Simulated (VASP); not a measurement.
# CoO (R3m) in VASP: a series of runs

Runs on CoO. Level: PBEsol+D4+U. Tasks: single point.

Program: VASP 6.6.1. These are calculated values, not measurements. Logs are shortened: lines on timing, memory, paths and dates and some standing lists are left out, and cuts for length are marked.

### 1 The cell of the first run

It takes space group R3m (No. 160, trigonal). Conventional cell: a = 3.204 Å, b = 3.204 Å, c = 7.699 Å, α = 90.00°, β = 90.00°, γ = 120.00°. Within 2.5 Å of Co (site symmetry 3m) lie 4 O at 1.91 to 1.96 Å. Within 2.5 Å of O (site symmetry 3m) lie 4 Co at 1.91 to 1.96 Å.

### 2 Single point, PBEsol+D4+U, collinear spin, ferromagnetic start

POSCAR reads:

```
CoO
1.0
    1.6022198400      0.9250420559      2.5664708900
   -1.6022198400      0.9250420559      2.5664708900
    0.0000000000     -1.8500841118      2.5664708900
Co O
1 1
Direct
    0.9989783200      0.9989783200      0.9989783200
    0.7510210300      0.7510210300      0.7510210300
```

INCAR.step1 reads:

```
SYSTEM = CoO
ALGO     = Normal         ! electronic algorithm
EDIFF    = 1E-6           ! SCF threshold, eV
ENCUT    = 520            ! plane-wave cutoff, eV
GGA      = PS             ! functional
ISIF     = 2              ! what is computed and relaxed
ISMEAR   = 1              ! smearing method
ISPIN    = 2              ! spin polarisation
IVDW     = 13             ! dispersion correction
LASPH    = .TRUE.         ! aspherical terms in the spheres
LCHARG   = .TRUE.         ! write CHGCAR
LDAU     = .TRUE.         ! DFT+U
LDAUJ    = 0 0          
LDAUL    = 2 -1           ! shell
LDAUPRINT= 1            
LDAUTYPE = 2            
LDAUU    = 7 0            ! U, eV
LMAXMIX  = 4              ! l up to which the mixer works
LREAL    = .FALSE.        ! projectors in reciprocal space
LWAVE    = .FALSE.        ! write WAVECAR
MAGMOM   = 2 0            ! initial moments
NBANDS   = 18             ! bands
NELM     = 150            ! most SCF steps
PREC     = Accurate       ! precision mode
SIGMA    = 0.1            ! smearing width, eV
```

KPOINTS.step1 reads:

```
k-points
0
G
  10 10 10
  0 0 0
```

INCAR.step2 reads:

```
SYSTEM = CoO
ALGO     = Normal         ! electronic algorithm
EDIFF    = 1E-6           ! SCF threshold, eV
ENCUT    = 520            ! plane-wave cutoff, eV
GGA      = PS             ! functional
ICHARG   = 11             ! starting density
ISIF     = 2              ! what is computed and relaxed
ISMEAR   = -5             ! smearing method
ISPIN    = 2              ! spin polarisation
IVDW     = 13             ! dispersion correction
LASPH    = .TRUE.         ! aspherical terms in the spheres
LCHARG   = .FALSE.        ! write CHGCAR
LDAU     = .TRUE.         ! DFT+U
LDAUJ    = 0 0          
LDAUL    = 2 -1           ! shell
LDAUPRINT= 1            
LDAUTYPE = 2            
LDAUU    = 7 0            ! U, eV
LMAXMIX  = 4              ! l up to which the mixer works
LORBIT   = 11             ! projections on sites
LREAL    = .FALSE.        ! projectors in reciprocal space
LWAVE    = .FALSE.        ! write WAVECAR
MAGMOM   = 2 0            ! initial moments
NEDOS    = 2001           ! points of the DOS
NELM     = 150            ! most SCF steps
PREC     = Accurate       ! precision mode
SIGMA    = 0.1            ! smearing width, eV
```

KPOINTS.step2 reads:

```
k-points
0
G
  15 15 15
  0 0 0
```

Potentials or basis: VASP PAW PBE potentials, release 64 (Co, O).

The run is started by

```
> cat potpaw_PBE.64/Co/POTCAR potpaw_PBE.64/O/POTCAR > POTCAR
> cp INCAR.step1 INCAR
> cp KPOINTS.step1 KPOINTS
> mpirun -np 1 vasp_std > vasp.out
> cp INCAR.step2 INCAR
> cp KPOINTS.step2 KPOINTS
> mpirun -np 1 vasp_std > vasp.out
```

OUTCAR:

```text
SYSTEM = CoO
   EDIFF = 1E-6
   ENCUT = 520
   GGA = PS
   ICHARG = 11
   ISIF = 2
   ISMEAR = -5
   ISPIN = 2
   IVDW = 13
   LASPH = .TRUE.
   LORBIT = 11
   LREAL = .FALSE.
   NELM = 150
   PREC = Accurate

 ion  position               nearest neighbor table
   1  0.999  0.999  0.999-   2 1.91   2 1.96   2 1.96   2 1.96
   2  0.751  0.751  0.751-   1 1.91   1 1.96   1 1.96   1 1.96

  LATTYP: Found a trigonal (rhomboedric) cell.
 ALAT       =     3.1637926686
 COS(alpha) =     0.4870699116

  Lattice vectors:

 A1 = (   1.6022198400,   0.9250420559,   2.5664708900)
 A2 = (  -1.6022198400,   0.9250420559,   2.5664708900)
 A3 = (   0.0000000000,  -1.8500841118,   2.5664708900)

Analysis of symmetry for initial positions (statically):
=====================================================================
 Subroutine PRICEL returns:
 Original cell was already a primitive cell.

 Routine SETGRP: Setting up the symmetry group for a
 trigonal (rhombohedral) supercell.

 Subroutine GETGRP returns: Found  6 space group operations
 (whereof  6 operations were pure point group operations)
 out of a pool of 12 trial point group operations.

The static configuration has the point symmetry C_3v.

Analysis of symmetry for dynamics (positions and initial velocities):
=====================================================================
 Subroutine PRICEL returns:
 Original cell was already a primitive cell.

 Routine SETGRP: Setting up the symmetry group for a
 trigonal (rhombohedral) supercell.

 Subroutine GETGRP returns: Found  6 space group operations
 (whereof  6 operations were pure point group operations)
 out of a pool of 12 trial point group operations.

The dynamic configuration has the point symmetry C_3v.

Analysis of structural, dynamic, and magnetic symmetry:
=====================================================================
 Subroutine PRICEL returns:
 Original cell was already a primitive cell.

 Routine SETGRP: Setting up the symmetry group for a
 trigonal (rhombohedral) supercell.

 Subroutine GETGRP returns: Found  6 space group operations
 (whereof  6 operations were pure point group operations)
 out of a pool of 12 trial point group operations.

The overall configuration has the point symmetry C_3v.

 Subroutine INISYM returns: Found  6 space group operations
[... 168 lines left out ...]
  o =  0.9851  v =  0.6171  0.0000 -0.0000 -0.7868  0.0000  0.0000  0.0000  0.0000  0.0000  0.0000      0.0000  0.0000  0.0000  0.0000  0.0000  0.0000  0.0000  0.0000  0.0000  0.0000
  o =  1.0130  v =  0.0000  0.6171  0.0000  0.0000  0.7868  0.0000  0.0000  0.0000  0.0000  0.0000      0.0000  0.0000  0.0000  0.0000  0.0000  0.0000  0.0000  0.0000  0.0000  0.0000
  o =  1.0130  v = -0.7868  0.0000 -0.0000 -0.6171  0.0000  0.0000  0.0000  0.0000  0.0000  0.0000      0.0000  0.0000  0.0000  0.0000  0.0000  0.0000  0.0000  0.0000  0.0000  0.0000
  o =  1.0170  v =  0.0000  0.0000 -1.0000  0.0000  0.0000  0.0000  0.0000  0.0000  0.0000  0.0000      0.0000  0.0000  0.0000  0.0000  0.0000  0.0000  0.0000  0.0000  0.0000  0.0000

 number of electron      15.0000010 magnetization       3.0000100

 Free energy of the ion-electron system (eV)
  ---------------------------------------------------
  ext. energy  EPLUGINS =         0.00000000
  ---------------------------------------------------
  free energy    TOTEN  =       -12.05166610 eV

  energy without entropy =      -12.05166610  energy(sigma->0) =      -12.05166610

 E-fermi :   5.0138     XC(G=0): -11.3547

 val. band max:        5.0138781993   @ k =   0.0000   0.0000   0.0000
 cond. band min:       6.0687473770   @ k =   0.0000   0.0000   0.0000
 fundamental gap:      1.0548691777
 Fermi energy:         5.0137513558

 spin component 1

 k-point     1 :       0.0000    0.0000    0.0000
  band No.  band energies     occupation
      1     -13.3911      1.00000
      2      -2.5957      1.00000
      3      -2.5053      1.00000
      4      -2.5053      1.00000
      5       0.3669      1.00000
      6       0.3669      1.00000
      7       4.9268      1.00000
      8       4.9268      1.00000
      9       5.0139      1.00000
     10       6.0687      0.00000
     11      19.7786      0.00000
     12      19.7786      0.00000
[... 697 lines left out ...]
      1     -12.8502      1.00000
      2       0.7258      1.00000
      3       1.8760      1.00000
      4       1.9686      1.00000
      5       2.3611      1.00000
      6       2.6703      1.00000
      7       8.4881      0.00000
      8      10.2808      0.00000
      9      10.6085      0.00000
     10      10.6337      0.00000
     11      18.5985      0.00000
     12      20.2119      0.00000

 [... further k-points ...]

------------------------ aborting loop because EDIFF is reached ----------------------------------------

  DFT-D4 for vdW energy calculation

  Edisp (eV):   -0.27296

  FORCE on cell =-STRESS in cart. coord.  units (eV):
  Direction    XX          YY          ZZ          XY          YZ          ZX
  --------------------------------------------------------------------------------------
  -------------------------------------------------------------------------------------
  Total       0.25039     0.25039     1.28856    -0.00000     0.00000     0.00000
  in kB      17.57712    17.57712    90.45769    -0.00000     0.00000     0.00000
  external pressure =       41.87 kB  Pullay stress =        0.00 kB

 VOLUME and BASIS-vectors are now :
 -----------------------------------------------------------------------------
  energy-cutoff  :      520.00
  volume of cell :       22.82
      direct lattice vectors                 reciprocal lattice vectors
     1.602219840  0.925042056  2.566470890     0.312067038  0.180171989  0.129880037
    -1.602219840  0.925042056  2.566470890    -0.312067038  0.180171989  0.129880037
     0.000000000 -1.850084112  2.566470890     0.000000000 -0.360343977  0.129880037

 POSITION                                       TOTAL-FORCE (eV/Angst)
 -----------------------------------------------------------------------------------
      0.00000      0.00000      7.69155         0.000000      0.000000      0.419465
      0.00000      0.00000      5.78242         0.000000      0.000000     -0.419465
 -----------------------------------------------------------------------------------
    total drift:                                0.000000      0.000000      0.000230

  FREE ENERGIE OF THE ION-ELECTRON SYSTEM (eV)
  ---------------------------------------------------
  free  energy   TOTEN  =       -12.3246244275 eV

  energy  without entropy=      -12.3246244275  energy(sigma->0) =      -12.32462443

 total charge

# of ion       s       p       d       tot
------------------------------------------
    1        0.375   0.478   7.218   8.071
    2        1.540   3.496   0.000   5.036
--------------------------------------------------
tot          1.915   3.974   7.218  13.108

 magnetization (x)

# of ion       s       p       d       tot
------------------------------------------
    1        0.021   0.046   2.771   2.837
    2        0.009   0.099   0.000   0.107
--------------------------------------------------
tot          0.029   0.144   2.771   2.945
```

OSZICAR.step1:

```text
N       E                     dE             d eps       ncg     rms          rms(c)
DAV:   1     0.867295460280E+02    0.86730E+02   -0.65861E+03  8576   0.926E+02
DAV:   2    -0.523982460528E+01   -0.91969E+02   -0.79412E+02  8816   0.219E+02
DAV:   3    -0.112261073003E+02   -0.59863E+01   -0.58938E+01  9566   0.616E+01
[... 11 lines left out ...]
DAV:  15    -0.120515743304E+02   -0.13763E-04   -0.59805E-05 10928   0.663E-02    0.123E-02
DAV:  16    -0.120515904835E+02   -0.16153E-04   -0.57532E-05  9478   0.666E-02    0.104E-02
DAV:  17    -0.120516083473E+02   -0.17864E-04   -0.22763E-04  8882   0.127E-01    0.941E-03
DAV:  18    -0.120516115466E+02   -0.31993E-05   -0.43383E-05 10144   0.516E-02    0.789E-03
DAV:  19    -0.120516120417E+02   -0.49505E-06   -0.20215E-06  7600   0.151E-02
   1 F= -.12324570E+02 E0= -.12324611E+02  d E =0.120709E-03  mag=     3.0000
```

Run time: 2.2 min. Hardware: 1 thread of Intel Xeon Platinum 8259CL at 2.50GHz (Skylake/Cascade Lake), shared host; peak memory 0.27 GiB.

What came out:

- Net moment: 3.00 μB per cell
- Site moments: Co +2.84; O +0.11 μB
- Valence electrons inside the program's atomic spheres: Co 8.07; O 5.04
- Dispersion energy per atom: -0.136 eV

Levels at points of the mesh, in eV from the valence-band top:
Spin up:
```tsv
k point	band 7	band 8	band 9	band 10	band 11	band 12
(0.00, 0.00, 0.00)	-0.09	-0.09	0.00	1.05	14.76	14.76
```
Spin down:
| k point | band 4 | band 5 | band 6 | band 7 | band 8 | band 9 |
| --- | --- | --- | --- | --- | --- | --- |
| (0.00, 0.00, 0.00) | -2.93 | -2.83 | -2.83 | 1.73 | 5.87 | 5.87 |

Eigenvalues of the final occupation matrices:
| site | spin | trace | eigenvalues |
| --- | --- | --- | --- |
| site 1 d | 1 | 5.01 | 0.99 0.99 1.01 1.01 1.02 |
| site 1 d | 2 | 2.24 | 0.09 0.09 0.10 0.98 0.98 |

Caveat: the PAW data sets were made with another functional, which shifts forces and pressure a little; a cell with one magnetic atom can't hold antiferromagnetic order, which such compounds often take. The state reached can hang on the start; a lower one may exist.

### 3 Single point, PBEsol+D4+U, collinear spin, ferromagnetic start

INCAR reads:

```
SYSTEM = CoO
PREC = Accurate ; ENCUT = 700
EDIFF = 1E-6 ; ISMEAR = 1
SIGMA = 0.1 ; LREAL = .FALSE.
LASPH = .TRUE. ; NELM = 200
ALGO = Normal ; ISIF = 2
LWAVE = .FALSE. ; LCHARG = .FALSE.
ISPIN = 2 ; MAGMOM = 2.74 0.16
LORBIT = 11 ; LMAXMIX = 4
LDAU = .TRUE. ; LDAUTYPE = 2
LDAUL = 2 -1 ; LDAUU = 7 0
LDAUJ = 0 0 ; LDAUPRINT = 1
GGA = PS ; IVDW = 13
NBANDS = 22 ; GGA_COMPAT = .FALSE.
```

KPOINTS reads:

```
regular mesh
0
G
  10 10 10
  0 0 0
```

POSCAR is that of step 2.

Potentials or basis: VASP PAW PBE potentials, release 64 (Co_sv, O).

The run is started by

```
> cat potpaw_PBE.64/Co_sv/POTCAR potpaw_PBE.64/O/POTCAR > POTCAR
> mpirun -np 1 vasp_std > vasp.out
```

Run time: 5.4 min. Hardware: 1 thread of AMD EPYC 7R43 (Zen 3), shared host; peak memory 0.22 GiB.

It converged, with:

| Item | Value |
| --- | --- |
| Free energy | -11.4840 eV |
| Pressure | 8.2 GPa |
| Largest force | 0.467 eV/Å |
| Band gap on the k mesh | 0.70 eV |
| Net moment | 3.00 μB per cell |
| Site moments | Co +2.71; O +0.13 μB |
| Valence electrons inside the program's atomic spheres | Co 15.02; O 5.04 |
| Dispersion energy per atom | -0.136 eV |

Forces on the atoms (eV/Å):
```
Co   0.000  0.000  0.467
O    0.000  0.000 -0.467
```

Stress tensor (GPa, compression positive):
```
 5.53  0.00  0.00
 0.00  5.53  0.00
 0.00  0.00 13.60
```

Levels at points of the mesh, in eV from the valence-band top:
Spin up:
| k point | band 9 | band 10 | band 11 | band 12 | band 13 | band 14 | band 15 | band 16 | band 17 | band 18 |
| --- | --- | --- | --- | --- | --- | --- | --- | --- | --- | --- |
| (0.00, 0.00, 0.00) | -4.25 | -4.25 | -0.11 | -0.11 | 0.00 | 0.70 | 14.46 | 14.46 | 15.03 | 19.89 |
| (0.50, 0.00, 0.00) | -4.70 | -4.30 | -4.28 | -0.88 | -0.87 | 6.22 | 7.49 | 13.67 | 14.00 | 17.73 |
| (0.50, 0.50, 0.00) | -5.35 | -3.99 | -2.70 | -2.69 | -2.48 | 5.07 | 10.68 | 11.21 | 14.69 | 14.98 |
| (0.50, 0.50, 0.50) | -4.81 | -4.34 | -4.34 | -1.01 | -1.01 | 6.17 | 7.74 | 13.56 | 13.56 | 17.47 |
Spin down:
```
           k point  band 8  band 9  band 10  band 11  band 12  band 13
(0.00, 0.00, 0.00)   -3.34   -2.45    -2.45     1.37     5.92     5.92
(0.50, 0.00, 0.00)   -3.89   -1.61    -1.51     3.66     5.11     5.14
(0.50, 0.50, 0.00)   -3.33   -2.14    -1.28     1.79     4.65     4.67
(0.50, 0.50, 0.50)   -3.97   -1.46    -1.46     3.44     5.02     5.02
```

Eigenvalues of the final occupation matrices:
```tsv
site	spin	trace	eigenvalues
site 1 d	1	4.72	0.94 0.94 0.95 0.95 0.95
site 1 d	2	2.04	0.06 0.06 0.07 0.92 0.92
```

Caveat: the stress differs along the axes, from 6 to 14 GPa; the PAW data sets were made with another functional, which shifts forces and pressure a little; a cell with one magnetic atom can't hold antiferromagnetic order, which such compounds often take. The state reached can hang on the start; a lower one may exist.
